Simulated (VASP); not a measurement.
Wanted: the native input for a VASP 6.6.1 run.

```yaml
Task: single point
Functional: PBE
Potentials_or_basis: VASP PAW PBE potentials, release 64 (Pt, H)
Cutoff: 520 eV
k_mesh: 6 × 6 × 1
Occupations: gaussian, width 0.1 eV
Spin: no spin polarisation
Dipole_correction: yes
Further_INCAR_settings: ALGO = Normal; EDIFF = 1e-06; NBANDS = 74
```

The structure of HPt6 lies in POSCAR:

```
HPt6
1.0
    5.6143281343      0.0000000000      0.0000000000
   -2.8071640672      4.8621507895      0.0000000000
    0.0000000000      0.0000000000     22.6192653717
Pt H
12 2
Direct
    0.3333333333      0.1666666667      0.1768404028
    0.3333333333      0.6666666667      0.1768404028
    0.8333333333      0.1666666667      0.1768404028
    0.8333333333      0.6666666667      0.1768404028
    0.1666666667      0.3333333333      0.2789526245
    0.1666666667      0.8333333333      0.2789526245
    0.6666666667      0.3333333333      0.2789526245
    0.6666666667      0.8333333333      0.2789526245
    0.0000000000      0.0000000000      0.3810585901
    0.0000000000      0.5000000000      0.3810585901
    0.5000000000      0.0000000000      0.3810585901
    0.5000000000      0.5000000000      0.3810585901
    0.1892758446      0.3785516892      0.4009531354
    0.3107241554      0.6214483108      0.4009531354
```

These files were run (other wordings do the same):

INCAR

```
  ALGO = Normal
  DIPOL = 0.5 0.5 0.296
  EDIFF = 1E-6
  ENCUT = 520
  GGA = PE
  IDIPOL = 3
  ISIF = 2
  ISMEAR = 0
  LASPH = True
  LCHARG = False
  LDIPOL = True
  LREAL = False
  LWAVE = False
  NBANDS = 74
  NELM = 100
  PREC = Accurate
  SIGMA = 0.1
```

KPOINTS

```
k-points
0
Gamma
  6 6 1
```

Potentials or basis: VASP PAW PBE potentials, release 64 (Pt, H).

Run with:

```sh
$ cat potpaw_PBE.64/Pt/POTCAR potpaw_PBE.64/H/POTCAR > POTCAR
$ mpirun -np 1 vasp_std > vasp.out
```

It gave:

| Property | Result |
| --- | --- |
| Largest force | 5.172 eV/Å |
| Band gap on the k mesh | zero (band 61 reaches -0.44 eV, above the bottom of band 62 at -1.00 eV) |

Caveat: spin-orbit coupling is left out, which moves the levels of the heavy elements.

It took 19 min on 1 thread of Intel(R) Xeon(R) 6975P-C (Granite Rapids) (shared host), peak memory 0.86 GiB.
